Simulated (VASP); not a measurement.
# Ga2Te2O (P6/mmm) in VASP: single point with PBE

Aim: the single point of Ga2Te2O with PBE.

Program: VASP 6.6.1. These are calculated values, not measurements. Logs are shortened: lines on timing, memory, paths and dates and some standing lists are left out, and cuts for length are marked.

## (1) The cell of the first run

It takes space group P6/mmm (No. 191, hexagonal). The conventional cell has a = 5.280 Å, b = 5.280 Å, c = 8.399 Å, α = 90.00°, β = 90.00°, γ = 120.00°. Within 2.6 Å of Ga (site symmetry 6mm) lie 1 O at 1.93 Å. Te (site symmetry -6m2) has 3 Te at 3.05 Å and 3 O at 3.05 Å and 6 Ga at 3.61 Å within 4.0 Å. O (site symmetry 6/mmm) has 2 Ga at 1.93 Å within 2.6 Å.

The cell was built from a structure type or drawn by symmetry, and may not be a known phase.

## (2) Single point, PBE

INCAR

```
ALGO = Normal
EDIFF = 1E-7
ENCUT = 520
GGA = PE
ISIF = 2
ISMEAR = 0
LASPH = True
LCHARG = False
LREAL = False
LWAVE = False
NBANDS = 30
NELM = 80
PREC = Accurate
SIGMA = 0.1
```

KPOINTS

```
k-points
0
Gamma
  12 12 6
```

POSCAR

```
Ga2Te2O
1.0
    5.2803135618      0.0000000000      0.0000000000
   -2.6401567809      4.5728856845      0.0000000000
    0.0000000000      0.0000000000      8.3994320017
Ga Te O
2 2 1
Direct
    0.0000000000      0.0000000000      0.2705566348
    0.0000000000      0.0000000000      0.7294433652
    0.3333333333      0.6666666667      0.5000000000
    0.6666666667      0.3333333333      0.5000000000
    0.0000000000      0.0000000000      0.5000000000
```

Potentials or basis: VASP PAW PBE potentials, release 64 (Ga_d, Te, O).

Started as:

```bash
> cat potpaw_PBE.64/Ga_d/POTCAR potpaw_PBE.64/Te/POTCAR potpaw_PBE.64/O/POTCAR > POTCAR
> mpirun -np 1 vasp_std > vasp.out
```

OUTCAR:

```text
EDIFF = 1E-7
   ENCUT = 520
   GGA = PE
   ISIF = 2
   ISMEAR = 0
   LASPH = True
   LREAL = False
   NELM = 80
   PREC = Accurate

 ion  position               nearest neighbor table
   1  0.000  0.000  0.271-   5 1.93
   2  0.000  0.000  0.729-   5 1.93
   3  0.333  0.667  0.500-   4 3.05   4 3.05   4 3.05
   4  0.667  0.333  0.500-   3 3.05   3 3.05   3 3.05
   5  0.000  0.000  0.500-   1 1.93   2 1.93

  LATTYP: Found a hexagonal cell.
 ALAT       =     5.2803135618
 C/A-ratio  =     1.5907070486

  Lattice vectors:

 A1 = (   5.2803135618,   0.0000000000,   0.0000000000)
 A2 = (  -2.6401567809,   4.5728856845,   0.0000000000)
 A3 = (   0.0000000000,   0.0000000000,   8.3994320017)

Analysis of symmetry for initial positions (statically):
=====================================================================
 Subroutine PRICEL returns:
 Original cell was already a primitive cell.

 Routine SETGRP: Setting up the symmetry group for a
 hexagonal supercell.

 Subroutine GETGRP returns: Found 24 space group operations
 (whereof 24 operations were pure point group operations)
 out of a pool of 24 trial point group operations.

The static configuration has the point symmetry D_6h.

Analysis of symmetry for dynamics (positions and initial velocities):
=====================================================================
 Subroutine PRICEL returns:
 Original cell was already a primitive cell.

 Routine SETGRP: Setting up the symmetry group for a
 hexagonal supercell.

 Subroutine GETGRP returns: Found 24 space group operations
 (whereof 24 operations were pure point group operations)
 out of a pool of 24 trial point group operations.

The dynamic configuration has the point symmetry D_6h.

 Subroutine INISYM returns: Found 24 space group operations
 (whereof 24 operations are pure point group operations),
 and found     1 'primitive' translations

----------------------------------------------------------------------------------------

                                     Primitive cell

  volume of cell :     202.8150

  direct lattice vectors                    reciprocal lattice vectors
     5.280313562  0.000000000  0.000000000     0.189382693  0.109340149  0.000000000
    -2.640156781  4.572885685  0.000000000     0.000000000  0.218680297  0.000000000
     0.000000000  0.000000000  8.399432002     0.000000000  0.000000000  0.119055669

  length of vectors
     5.280313562  5.280313562  8.399432002     0.218680297  0.218680297  0.119055669

  position of ions in fractional coordinates (direct lattice)
     0.000000000  0.000000000  0.270556635
     0.000000000  0.000000000  0.729443365
     0.333333333  0.666666667  0.500000000
     0.666666667  0.333333333  0.500000000
     0.000000000  0.000000000  0.500000000

  ion indices of the primitive-cell ions
   primitive index   ion index
                 1           1
                 2           2
                 3           3
                 4           4
                 5           5

----------------------------------------------------------------------------------------

 KPOINTS: k-points

Automatic generation of k-mesh.
 Grid dimensions read from file:
 generate k-points for:   12   12    6

 Generating k-lattice:

  Cartesian coordinates                     Fractional coordinates (reciprocal lattice)
     0.015781891  0.009111679  0.000000000     0.083333333  0.000000000  0.000000000
     0.000000000  0.018223358  0.000000000     0.000000000  0.083333333  0.000000000
     0.000000000  0.000000000  0.019842612     0.000000000  0.000000000  0.166666667

  Length of vectors
     0.018223358  0.018223358  0.019842612

  Shift w.r.t. Gamma in fractional coordinates (k-lattice)
     0.000000000  0.000000000  0.000000000

 Subroutine IBZKPT returns following result:
 ===========================================

 Found     76 irreducible k-points:

 Following reciprocal coordinates:
            Coordinates               Weight
  0.000000  0.000000  0.000000      1.000000
  0.083333 -0.000000  0.000000      6.000000
  0.166667 -0.000000  0.000000      6.000000
  0.250000  0.000000  0.000000      6.000000
  0.333333 -0.000000  0.000000      6.000000
  0.416667  0.000000  0.000000      6.000000
[... 16 lines left out ...]
  0.250000  0.000000  0.166667     12.000000
  0.333333 -0.000000  0.166667     12.000000
 [... further k-points ...]
   k-points           NKPTS =     76   k-points in BZ     NKDIM =     76   number of bands    NBANDS=     30
   number of dos      NEDOS =    301   number of ions     NIONS =      5
   total plane-waves  NPLWV = 102400
   dimension x,y,z NGX =    40 NGY =   40 NGZ =   64
   dimension x,y,z NGXF=    80 NGYF=   80 NGZF=  128
   ions per type =               2   2   1
   NGX,Y,Z   is equivalent  to a cutoff of  12.59, 12.59, 12.67 a.u.
   NGXF,Y,Z  is equivalent  to a cutoff of  25.19, 25.19, 25.33 a.u.
 SYSTEM =  unknown system
   PREC   = accura    normal or accurate (medium, high low for compatibility)
   ISTART =      0    job   : 0-new  1-cont  2-samecut
   ICHARG =      2    charge: 1-file 2-atom 10-const
   ISPIN  =      1    spin polarized calculation?
   LNONCOLLINEAR =      F non collinear calculations
   LSORBIT =      F    spin-orbit coupling
   LASPH  =      T    aspherical Exc in radial PAW
   ENCUT  =  520.0 eV  38.22 Ry    6.18 a.u.   9.82  9.82 15.62*2*pi/ulx,y,z
   NELM   =     80;   NELMIN=  2; NELMDL= -5     # of ELM steps
   EDIFF  = 0.1E-06   stopping-criterion for ELM
   LREAL  =      F    real-space projection
   EDIFFG = 0.1E-05   stopping-criterion for IOM
   NSW    =      0    number of steps for IOM
   IBRION =     -1    ionic relax: 0-MD 1-quasi-New 2-CG
   NFREE  =      0    steps in history (QN), initial steepest desc. (CG)
   ISIF   =      2    stress and relaxation
   ISYM   =      2    0-nonsym 1-usesym 2-fastsym
   POTIM  = 0.5000    time-step for ionic-motion
   TEBEG  =    0.0;   TEEND  =   0.0 temperature during run
   PSTRESS=    0.0 pullay stress
   NELECT =      44.0000    total number of electrons
   NUPDOWN=      -1.0000    fix difference up-down
   EMIN   =  10.00;   EMAX   =-10.00  energy-range for DOS
   EFERMI =   0.00;   METHOD = LEGACY
   ISMEAR =     0;   SIGMA  =   0.10  broadening in eV -4-tet -1-fermi 0-gaus
   EFERMI_NEDOS =   21; number of points for ismear=-14 and -15
   IALGO  =     38    algorithm
   IMIX   =      4    mixing-type and parameters
     AMIX     =   0.40;   BMIX     =  1.00
     AMIX_MAG =   1.60;   BMIX_MAG =  1.00
  volume/ion in A,a.u.               =      40.56       273.73
  Fermi-wavevector in a.u.,A,eV,Ry     =   0.983692  1.858908 13.165672  0.967650
  Thomas-Fermi vector in A             =   2.114869
   LORBIT       =      0    0 simple, 1 ext, 2 COOP (PROOUT), +10 PAW based schemes
   GGA     = PE    functional components
   LHFCALC =     F    Hartree Fock is set to
   AEXX    =    0.0000 exact exchange contribution
   IVDW    =     0    specifies the selected vdW correction
   LEPSILON=     F    determine dielectric tensor
   LRPA    =     F    only Hartree local field effects (RPA)
 non-spin polarized calculation
 Gauss-broadening in eV      SIGMA  =   0.10
  energy-cutoff  :      520.00
  volume of cell :      202.81
 maximum number of plane-waves:      5482
 NGX is ok and might be reduce to    40
   NGX = 19   NGY = 19   NGZ = 31

 number of electron      44.0000012 magnetization

 Free energy of the ion-electron system (eV)
  ---------------------------------------------------
  ext. energy  EPLUGINS =         0.00000000
  ---------------------------------------------------
  free energy    TOTEN  =       -17.48682985 eV

  energy without entropy =      -17.48108325  energy(sigma->0) =      -17.48395655

 E-fermi :   1.1814     XC(G=0):  -6.7926

 val. band max:        1.1614581808   @ k =   0.0833  -0.0000   0.0000
 cond. band min:       1.2431165902   @ k =   0.2500   0.2500   0.0000
 fundamental gap:      0.0816584095
 Fermi energy:         1.1813598821

 k-point     1 :       0.0000    0.0000    0.0000
  band No.  band energies     occupation
      1     -17.2683      2.00000
      2     -13.1986      2.00000
      3     -13.1986      2.00000
      4     -13.1973      2.00000
      5     -13.1973      2.00000
      6     -13.1759      2.00000
[... 22 lines left out ...]
     29       5.3439      0.00000
     30       6.4343      0.00000

 k-point     2 :       0.0833   -0.0000    0.0000
  band No.  band energies     occupation
      1     -17.2657      2.00000
      2     -13.1987      2.00000
      3     -13.1985      2.00000
      4     -13.1973      2.00000
      5     -13.1972      2.00000
      6     -13.1759      2.00000
[... 22 lines left out ...]
     29       5.2868      0.00000
     30       6.6967      0.00000

 k-point     3 :       0.1667   -0.0000    0.0000
  band No.  band energies     occupation
      1     -17.2583      2.00000
      2     -13.1990      2.00000
      3     -13.1983      2.00000
      4     -13.1974      2.00000
      5     -13.1970      2.00000
      6     -13.1758      2.00000
[... 22 lines left out ...]
     29       5.1338      0.00000
     30       7.0933      0.00000

 k-point     4 :       0.2500    0.0000    0.0000
  band No.  band energies     occupation
      1     -17.2483      2.00000
      2     -13.1994      2.00000
      3     -13.1979      2.00000
      4     -13.1974      2.00000
      5     -13.1968      2.00000
      6     -13.1757      2.00000
[... 22 lines left out ...]
     29       5.0511      0.00000
     30       7.2641      0.00000

 k-point     5 :       0.3333   -0.0000    0.0000
  band No.  band energies     occupation
      1     -17.2383      2.00000
      2     -13.1998      2.00000
      3     -13.1975      2.00000
      4     -13.1975      2.00000
      5     -13.1965      2.00000
      6     -13.1756      2.00000
[... 22 lines left out ...]
     29       5.2241      0.00000
     30       7.1590      0.00000
[... 526 lines left out ...]
     29       5.3569      0.00000
     30       6.7941      0.00000

 k-point    22 :       0.1667   -0.0000    0.1667
  band No.  band energies     occupation
      1     -17.2583      2.00000
      2     -13.1990      2.00000
      3     -13.1982      2.00000
      4     -13.1974      2.00000
      5     -13.1970      2.00000
      6     -13.1763      2.00000
[... 22 lines left out ...]
     29       5.2055      0.00000
     30       7.1671      0.00000

 k-point    23 :       0.2500    0.0000    0.1667
  band No.  band energies     occupation
      1     -17.2483      2.00000
      2     -13.1994      2.00000
      3     -13.1979      2.00000
      4     -13.1975      2.00000
      5     -13.1968      2.00000
      6     -13.1762      2.00000
[... 22 lines left out ...]
     29       5.3028      0.00000
     30       7.3265      0.00000

 k-point    24 :       0.3333   -0.0000    0.1667
  band No.  band energies     occupation
      1     -17.2383      2.00000
      2     -13.1998      2.00000
      3     -13.1975      2.00000
      4     -13.1975      2.00000
      5     -13.1965      2.00000
      6     -13.1761      2.00000
[... 22 lines left out ...]
     29       5.4721      0.00000
     30       7.2503      0.00000

 [... further k-points ...]
[... 5 lines left out ...]
  --------------------------------------------------------------------------------------
  -------------------------------------------------------------------------------------
  Total       -0.0572540     -0.0572540      0.2342936      0.0000000     -0.0000000      0.0000000
  in kB       -0.4522891     -0.4522891      1.8508491      0.0000000     -0.0000000      0.0000000
  external PRESSURE =       0.3154236 kB  Pullay stress =       0.0000000 kB

 VOLUME and BASIS-vectors are now :
 -----------------------------------------------------------------------------
  energy-cutoff  :      520.00
  volume of cell :      202.81
      direct lattice vectors                 reciprocal lattice vectors
     5.280313562  0.000000000  0.000000000     0.189382693  0.109340149  0.000000000
    -2.640156781  4.572885685  0.000000000     0.000000000  0.218680297  0.000000000
     0.000000000  0.000000000  8.399432002     0.000000000  0.000000000  0.119055669

 POSITION                                       TOTAL-FORCE (eV/Angst)
 -----------------------------------------------------------------------------------
      0.00000      0.00000      2.27252         0.000000      0.000000     -0.064205
      0.00000      0.00000      6.12691        -0.000000     -0.000000      0.064205
     -0.00000      3.04859      4.19972        -0.000000      0.000000     -0.000000
      2.64016      1.52430      4.19972         0.000000     -0.000000      0.000000
      0.00000      0.00000      4.19972        -0.000000      0.000000      0.000000
 -----------------------------------------------------------------------------------
    total drift:                                0.000000     -0.000000      0.000000

  FREE ENERGIE OF THE ION-ELECTRON SYSTEM (eV)
  ---------------------------------------------------
  free  energy   TOTEN  =       -17.4868298495 eV

  energy  without entropy=      -17.4810832513  energy(sigma->0) =      -17.48395655
```

Wall time 5.7 min (1 thread of Intel Xeon 6975P-C (Granite Rapids), shared host); peak memory 0.6 GiB.

What came out:

- Free energy: -17.4868 eV
- Pressure: 0.0 GPa
- Largest force: 0.064 eV/Å
- Band gap on the k mesh: zero (bands 22 and 23 overlap by 0.17 eV)

Forces on the atoms (eV/Å):
```
Ga   0.000  0.000 -0.064
Ga   0.000  0.000  0.064
Te   0.000  0.000  0.000
Te   0.000  0.000  0.000
O    0.000  0.000  0.000
```

Caveat: spin-orbit coupling is left out, which moves the levels of the heavy elements.
